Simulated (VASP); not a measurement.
Here is a VASP 6.6.1 calculation.

Contents of INCAR:

```
SYSTEM = SnO2
  ALGO = Normal
  EDIFF = 1E-6
  ENCUT = 520
  GGA = PS
  ISIF = 2
  ISMEAR = 0
  LASPH = .TRUE.
  LCHARG = .FALSE.
  LREAL = .FALSE.
  LWAVE = .FALSE.
  NBANDS = 20
  NELM = 80
  PREC = Accurate
  SIGMA = 0.05
```

The input KPOINTS:

```
k-points
0
G
  12 12 12
  0 0 0
```

File POSCAR:

```
SnO2
1.0
    1.5763225363      0.9100902406      4.3304882037
   -1.5763225363      0.9100902406      4.3304882037
    0.0000000000     -1.8201804813      4.3304882037
Sn O
1 2
Direct
    0.5000000000      0.5000000000      0.5000000000
    0.2541351940      0.2541351940      0.2541351940
    0.7458648060      0.7458648060      0.7458648060
```

Potentials or basis: VASP PAW PBE potentials, release 64 (Sn_d, O).

Run with:

```sh
$ cat potpaw_PBE.64/Sn_d/POTCAR potpaw_PBE.64/O/POTCAR > POTCAR
$ mpirun -np 1 vasp_std > vasp.out
```

**Question.** Estimate the pressure.

**Answer.** -3.5 GPa.

**Question.** Predict the band gap on the k mesh.

**Answer.** 1.40 eV, direct.

**Question.** What does it give for the largest force?

**Answer.** 1.821 eV/Å.

Stress tensor (GPa, compression positive):
```
  0.67   0.00   0.00
  0.00   0.67   0.00
  0.00   0.00 -11.82
```

Caveat: the PAW data sets were made with another functional, which shifts forces and pressure a little; spin-orbit coupling is left out, which moves the levels of the heavy elements. Expect the measured gap to be larger: semilocal functionals such as PBEsol lack the derivative discontinuity.
